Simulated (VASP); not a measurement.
A run of VASP 6.6.1 is set up as follows.

Contents of POSCAR:

```
MoS2
1.0
    3.2274645616      0.0000000000      0.0000000000
   -1.6137322808      2.7950663001      0.0000000000
    0.0000000000      0.0000000000      6.3124734200
Mo S
1 2
Direct
    0.0000000000      0.0000000000      0.5000000000
    0.6666666667      0.3333333333      0.7446806800
    0.3333333333      0.6666666667      0.2553193200
```

Contents of INCAR.step1:

```
SYSTEM = MoS2
ALGO = Normal
EDIFF = 1E-4
ENCUT = 520
GGA = PE
ISMEAR = -1
LASPH = .TRUE.
LCHARG = .FALSE.
LREAL = .FALSE.
LWAVE = .TRUE.
NBANDS = 20
NELM = 60
PREC = Accurate
SIGMA = 0.05
```

INCAR.step2

```
SYSTEM = MoS2
ALGO = Normal
EDIFF = 1E-6
ENCUT = 520
ISIF = 2
ISMEAR = -1
ISTART = 1
LASPH = .TRUE.
LCHARG = .TRUE.
LELF = .TRUE.
LMIXTAU = .TRUE.
LREAL = .FALSE.
LVHAR = .TRUE.
LWAVE = .FALSE.
METAGGA = R2SCAN
NBANDS = 20
NELM = 60
PREC = Accurate
SIGMA = 0.05
```

The input KPOINTS:

```
k-points
0
G
  9 9 4
  0 0 0
```

Potentials or basis: VASP PAW PBE potentials, release 64 (Mo_sv, S).

Launch:

```console
$ cat potpaw_PBE.64/Mo_sv/POTCAR potpaw_PBE.64/S/POTCAR > POTCAR
$ cp INCAR.step1 INCAR
$ mpirun -np 1 vasp_std > vasp.out
$ cp INCAR.step2 INCAR
$ mpirun -np 1 vasp_std > vasp.out
```

(1) What does it give for the band gap on the k mesh?

(2) What does it give for the largest force?

## Answers

(1) zero (band 13 reaches 7.54 eV, above the bottom of band 14 at 6.34 eV).

(2) 0.087 eV/Å.

Caveat: the PAW data sets were made with another functional, which shifts forces and pressure a little.
